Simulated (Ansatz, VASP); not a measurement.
# MoS2: VASP beside Ansatz

File INCAR:

```
SYSTEM = MoS2
PREC     = Accurate       ! precision mode
ENCUT    = 520            ! plane-wave cutoff, eV
EDIFF    = 1E-6           ! SCF threshold, eV
ISMEAR   = 0              ! smearing method
SIGMA    = 0.05           ! smearing width, eV
LREAL    = .FALSE.        ! projectors in reciprocal space
LASPH    = .TRUE.         ! aspherical terms in the spheres
NELM     = 80             ! most SCF steps
ALGO     = Normal         ! electronic algorithm
ISIF     = 2              ! what is computed and relaxed
LWAVE    = .FALSE.        ! write WAVECAR
LCHARG   = .FALSE.        ! write CHGCAR
GGA      = PE             ! functional
IVDW     = 12             ! dispersion correction
NBANDS   = 20             ! bands
```

The input KPOINTS:

```
regular mesh
0
G
  12 12 12
  0 0 0
```

POSCAR

```
MoS2
1.0
    1.4582028612      0.8418938144      6.2631757159
   -1.4582028612      0.8418938144      6.2631757159
    0.0000000000     -1.6837876289      6.2631757159
Mo S
1 2
Direct
    0.0000172156      0.0000172156      0.0000172156
    0.7535368444      0.7535368444      0.7535368444
    0.5797459400      0.5797459400      0.5797459400
```

Input for Ansatz:

```yaml
crystal:
  lattice:
    - [1.4582028612, 0.8418938144, 6.2631757159]
    - [-1.4582028612, 0.8418938144, 6.2631757159]
    - [0.0, -1.6837876289, 6.2631757159]
  atoms:
    - { symbol: Mo, position: [1.72156e-05, 1.72156e-05, 1.72156e-05] }
    - { symbol: S, position: [0.7535368444, 0.7535368444, 0.7535368444] }
    - { symbol: S, position: [0.57974594, 0.57974594, 0.57974594] }
basis:
  ecutwfc: 420
kpoints:
  mp_grid: { grid: [12, 12, 12] }
hamiltonian:
  xc: pbe
  pseudopotentials: { kind: paw, azcp: { folder: soft_1 } }
  dispersion: d3bj
scf:
  occupations: { method: gaussian, width: 0.05 }
output:
  forces: true
  stress: true
  eigenvalues: true
```

Alike in both runs: task single point; functional PBE; dispersion D3(BJ); k mesh 12 × 12 × 12; occupations gaussian, width 0.05 eV; no spin polarisation.

```csv
,VASP,Ansatz
version,VASP 6.6.1,Ansatz 0.2.0
potentials or method,"VASP PAW PBE potentials, release 64 (Mo_sv, S), cutoff 520 eV","scalar-relativistic, plane waves, PAW"
valence electrons in the cell,26,26
```

```csv
,VASP,Ansatz,Ansatz less VASP
gap on the k mesh at the Fermi level (eV),1.15,1.15,0.000
least direct gap on the mesh (eV),1.83,1.82,-0.007
pressure (GPa),20.9,21.1,+0.19
"traceless stress, the component that is largest in VASP (GPa)",-16.65,-16.54,+0.110
rms of the force components (eV/Å),0.199,0.209,+0.0101
```

Atom by atom the forces differ by 0.010 eV/Å (rms over components).
